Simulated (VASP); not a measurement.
K:

```
K
1.0
    -2.61800    2.61800    2.61800
     2.61800   -2.61800    2.61800
     2.61800    2.61800   -2.61800
K
1
Direct
  0.00000 0.00000 0.00000
```

* Program: VASP 6.6.1
* Task: relaxation of cell and atoms
* Functional: r2SCAN
* Potentials or basis: VASP PAW PBE potentials, release 64 (K_sv)
* Cutoff: 600 eV
* k mesh: 12 × 12 × 12
* Occupations: gaussian, width 0.1 eV
* Spin: no spin polarisation

At the start: pressure 0.2 GPa; volume 71.77 Å³/atom.

Problem. Where does the relaxation end?

Solution. Over 4 steps the energy falls by 3.4 meV/atom and the volume is 76.38 Å³/atom (+6.4 %); space group Im-3m (No. 229, to 0.1 Å) before and after.

Step by step:
```tsv
step	energy change (eV)	largest force (eV/Å)	pressure (GPa)	volume (Å³)
1	0.0000	0.0000	0.25	71.77
2	-0.0015	0.0000	0.18	72.93
3	-0.0034	0.0000	-0.01	76.48
4	-0.0034	0.0000	0.00	76.38
```

Final structure:
```cif
data_structure
_symmetry_space_group_name_H-M 'P 1'
_symmetry_Int_Tables_number 1
_cell_length_a 4.6294
_cell_length_b 4.6294
_cell_length_c 4.6294
_cell_angle_alpha 109.471
_cell_angle_beta 109.471
_cell_angle_gamma 109.471
_cell_volume 76.38
loop_
_atom_site_label
_atom_site_type_symbol
_atom_site_fract_x
_atom_site_fract_y
_atom_site_fract_z
_atom_site_occupancy
K1 K 0.00000 0.00000 0.00000 1
```

Caveat: the PAW data sets were made with another functional, which shifts forces and pressure a little.
